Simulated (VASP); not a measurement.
# Mg2Sn (Fm-3m) in VASP: notebook, part 2 of 4

VASP 6.6.1.

## 3. Relaxation of cell and atoms, LDA, target pressure 15 GPa, at which the enthalpy is minimised

The input, INCAR:

```
SYSTEM = Mg2Sn
  ALGO = Normal
  EDIFF = 1E-7
  EDIFFG = -0.002
  ENCUT = 600
  GGA_COMPAT = .FALSE.
  IBRION = 2
  ISIF = 3
  ISMEAR = -1
  LASPH = .TRUE.
  LCHARG = .FALSE.
  LREAL = .FALSE.
  LWAVE = .FALSE.
  NELM = 120
  NELMIN = 4
  NSW = 100
  PREC = Accurate
  PSTRESS = 150.0
  SIGMA = 0.1
```

The input, KPOINTS:

```
k-points
0
G
  12 12 12
  0 0 0
```

The input, POSCAR:

```
Mg2Sn
1.0
    0.0000000000      3.3323612206      3.3323612206
    3.3323612206      0.0000000000      3.3323612206
    3.3323612206      3.3323612206      0.0000000000
Mg Sn
2 1
Direct
    0.2500000000      0.2500000000      0.2500000000
    0.7500000000      0.7500000000      0.7500000000
    0.0000000000      0.0000000000      0.0000000000
```

Potentials or basis: VASP PAW LDA potentials, release 64 (Mg, Sn_d).

The run is started by

```console
cat potpaw_LDA.64/Mg/POTCAR potpaw_LDA.64/Sn_d/POTCAR > POTCAR
mpirun -np 1 vasp_std > vasp.out
```

OUTCAR:

```text
SYSTEM = Mg2Sn
   EDIFF = 1E-7
   EDIFFG = -0.002
   ENCUT = 600
   IBRION = 2
   ISIF = 3
   ISMEAR = -1
   LASPH = .TRUE.
   LREAL = .FALSE.
   NELM = 120
   NELMIN = 4
   NSW = 100
   PREC = Accurate
   PSTRESS = 150.0

 ion  position               nearest neighbor table
   1  0.250  0.250  0.250-   3 2.89   3 2.89   3 2.89   3 2.89   2 3.33   2 3.33   2 3.33   2 3.33
                             2 3.33   2 3.33
   2  0.750  0.750  0.750-   3 2.89   3 2.89   3 2.89   3 2.89   1 3.33   1 3.33   1 3.33   1 3.33
                             1 3.33   1 3.33
   3  0.000  0.000  0.000-   2 2.89   2 2.89   2 2.89   1 2.89   2 2.89   1 2.89   1 2.89   1 2.89

  LATTYP: Found a face centered cubic cell.
 ALAT       =     6.6647224412

  Lattice vectors:

 A1 = (   0.0000000000,   3.3323612206,   3.3323612206)
 A2 = (   3.3323612206,   0.0000000000,   3.3323612206)
 A3 = (   3.3323612206,   3.3323612206,   0.0000000000)

Analysis of symmetry for initial positions (statically):
=====================================================================
 Subroutine PRICEL returns:
 Original cell was already a primitive cell.

 Routine SETGRP: Setting up the symmetry group for a
 face centered cubic supercell.

 Subroutine GETGRP returns: Found 48 space group operations
 (whereof 48 operations were pure point group operations)
 out of a pool of 48 trial point group operations.

The static configuration has the point symmetry O_h .

Analysis of symmetry for dynamics (positions and initial velocities):
=====================================================================
 Subroutine PRICEL returns:
 Original cell was already a primitive cell.

 Routine SETGRP: Setting up the symmetry group for a
 face centered cubic supercell.

 Subroutine GETGRP returns: Found 48 space group operations
 (whereof 48 operations were pure point group operations)
 out of a pool of 48 trial point group operations.

The dynamic configuration has the point symmetry O_h .

 Subroutine INISYM returns: Found 48 space group operations
 (whereof 48 operations are pure point group operations),
[... 86 lines left out ...]
   NGX,Y,Z   is equivalent  to a cutoff of  14.11, 14.11, 14.11 a.u.
   NGXF,Y,Z  is equivalent  to a cutoff of  28.22, 28.22, 28.22 a.u.
 SYSTEM =  Mg2Sn
   PREC   = accura    normal or accurate (medium, high low for compatibility)
   ISTART =      0    job   : 0-new  1-cont  2-samecut
   ICHARG =      2    charge: 1-file 2-atom 10-const
   ISPIN  =      1    spin polarized calculation?
   LNONCOLLINEAR =      F non collinear calculations
   LSORBIT =      F    spin-orbit coupling
   LASPH  =      T    aspherical Exc in radial PAW
   ENCUT  =  600.0 eV  44.10 Ry    6.64 a.u.   9.41  9.41  9.41*2*pi/ulx,y,z
   NELM   =    120;   NELMIN=  4; NELMDL= -5     # of ELM steps
   EDIFF  = 0.1E-06   stopping-criterion for ELM
   LREAL  =      F    real-space projection
   EDIFFG = -.2E-02   stopping-criterion for IOM
   NSW    =    100    number of steps for IOM
   IBRION =      2    ionic relax: 0-MD 1-quasi-New 2-CG
   NFREE  =      1    steps in history (QN), initial steepest desc. (CG)
   ISIF   =      3    stress and relaxation
   ISYM   =      2    0-nonsym 1-usesym 2-fastsym
   POTIM  = 0.5000    time-step for ionic-motion
   TEBEG  =    0.0;   TEEND  =   0.0 temperature during run
   PSTRESS=  150.0 pullay stress
   NELECT =      18.0000    total number of electrons
   NUPDOWN=      -1.0000    fix difference up-down
   EMIN   =  10.00;   EMAX   =-10.00  energy-range for DOS
   EFERMI =   0.00;   METHOD = LEGACY
   ISMEAR =    -1;   SIGMA  =   0.10  broadening in eV -4-tet -1-fermi 0-gaus
   EFERMI_NEDOS =   21; number of points for ismear=-14 and -15
   IALGO  =     38    algorithm
   IMIX   =      4    mixing-type and parameters
     AMIX     =   0.40;   BMIX     =  1.00
     AMIX_MAG =   1.60;   BMIX_MAG =  1.00
  volume/ion in A,a.u.               =      24.67       166.48
  Fermi-wavevector in a.u.,A,eV,Ry     =   1.021889  1.931090 14.207972  1.044257
  Thomas-Fermi vector in A             =   2.155538
   LORBIT       =      0    0 simple, 1 ext, 2 COOP (PROOUT), +10 PAW based schemes
   GGA     = CA    functional components
   LHFCALC =     F    Hartree Fock is set to
   AEXX    =    0.0000 exact exchange contribution
   IVDW    =     0    specifies the selected vdW correction
   LEPSILON=     F    determine dielectric tensor
   LRPA    =     F    only Hartree local field effects (RPA)
 conjugate gradient relaxation of ions
 non-spin polarized calculation
  energy-cutoff  :      600.00
  volume of cell :       74.01
 maximum number of plane-waves:      2497
 NGX is ok and might be reduce to    40
   NGX = 19   NGY = 19   NGZ = 19

--------------------------------------- Ionic step        1  -------------------------------------------

 number of electron      17.9999999 magnetization

 Free energy of the ion-electron system (eV)
  ---------------------------------------------------
  ext. energy  EPLUGINS =         0.00000000
  ---------------------------------------------------
  free energy    TOTEN  =        -8.94270568 eV

  energy without entropy =       -8.93255650  energy(sigma->0) =       -8.93763109

 E-fermi :   4.3607     XC(G=0):  -9.1367

 val. band max:        4.3526113828   @ k =   0.4167   0.4167   0.0000
 cond. band min:       4.3790922456   @ k =   0.0000   0.0000   0.0000
 fundamental gap:      0.0264808628
 Fermi energy:         4.3606752945
[... 971 lines left out ...]
--------------------------------------- Ionic step        6  -------------------------------------------

 number of electron      18.0000003 magnetization

 Free energy of the ion-electron system (eV)
  ---------------------------------------------------
  ext. energy  EPLUGINS =         0.00000000
  ---------------------------------------------------
  free energy    TOTEN  =        -8.40859597 eV

  energy without entropy =       -8.40024836  energy(sigma->0) =       -8.40442217

 E-fermi :   6.0885     XC(G=0):  -9.9705

 val. band max:        6.0518729573   @ k =  -0.0833   0.0833   0.0000
 cond. band min:       6.0919954325   @ k =   0.0000   0.0000   0.0000
 fundamental gap:      0.0401224753
 Fermi energy:         6.0885319720
[... 418 lines left out ...]
  energy  without entropy=       -8.4002483617  energy(sigma->0) =       -8.40442217

  enthalpy is  TOTEN    =        -2.7972332661 eV   P V=        5.6113627047

 reached required accuracy - stopping structural energy minimisation
```

OSZICAR:

```text
N       E                     dE             d eps       ncg     rms          rms(c)
DAV:   1     0.931730479576E+02    0.93173E+02   -0.92648E+03  1882   0.159E+03
DAV:   2    -0.155170530292E+01   -0.94725E+02   -0.92335E+02  1922   0.336E+02
DAV:   3    -0.911821098052E+01   -0.75665E+01   -0.74249E+01  2350   0.894E+01
[... 52 lines left out ...]
DAV:   1    -0.840861925163E+01    0.20321E-02   -0.45841E-04  2362   0.385E-01    0.252E-02
DAV:   2    -0.840859994982E+01    0.19302E-04   -0.36426E-05  2232   0.110E-01    0.108E-02
DAV:   3    -0.840859626933E+01    0.36805E-05   -0.90041E-06  2377   0.518E-02    0.232E-03
DAV:   4    -0.840859599965E+01    0.26969E-06   -0.42381E-07  1895   0.680E-03    0.645E-04
DAV:   5    -0.840859597077E+01    0.28873E-07   -0.15075E-08   966   0.143E-03
   6 F= -.27972333E+01 E0= -.27930595E+01  d E =-.499110E-05
```

It took 3 min on 1 thread of Intel Xeon 6975P-C (Granite Rapids), shared host; peak memory 0.26 GiB.

Results:

```yaml
Free_energy: -8.4086 eV
Relaxed_volume: 19.98 Å³/atom
Relaxed_cell: a = 4.393 Å, b = 4.393 Å, c = 4.393 Å, α = 60.00°, β = 60.00°, γ = 60.00°
Space_group_after_relaxing_to_0.1_Å: Fm-3m (No. 225)
Energy_change_on_relaxing_the_run_minimises_the_enthalpy: +178.0 meV/atom
Ionic_steps: 6
Pressure_after_relaxing: 15.0 GPa
Band_gap_on_the_k_mesh: zero (bands 9 and 10 overlap by 0.14 eV)
```

The path:
```csv
step,energy change (eV),largest force (eV/Å),pressure (GPa),volume (Å³)
1,0.0000,0.0000,-0.28,74.01
2,1.7972,0.0000,35.53,51.56
3,0.5131,0.0000,14.60,60.16
4,0.5369,0.0000,15.05,59.91
5,0.5321,0.0000,14.96,59.96
6,0.5341,0.0000,15.01,59.94
```

Final structure:
```
Mg Sn
1.0
     0.00000    3.10613    3.10613
     3.10613    0.00000    3.10613
     3.10613    3.10613    0.00000
Mg Sn
2 1
Cartesian
  1.5531 1.5531 1.5531
  4.6592 4.6592 4.6592
  6.2123 6.2123 6.2123
```

Caveat: the cell is relaxed towards a set pressure, so the run minimises the enthalpy, not the energy; the volume moved by over 15 % at a fixed basis, so the end points are rough; spin-orbit coupling is left out, which moves the levels of the heavy elements. Zero-point motion and thermal expansion aren't in these numbers.

(Part 2 of 4 ends here.)

The gap in the log of VASP goes by the Fermi energy; the results here count the filled bands.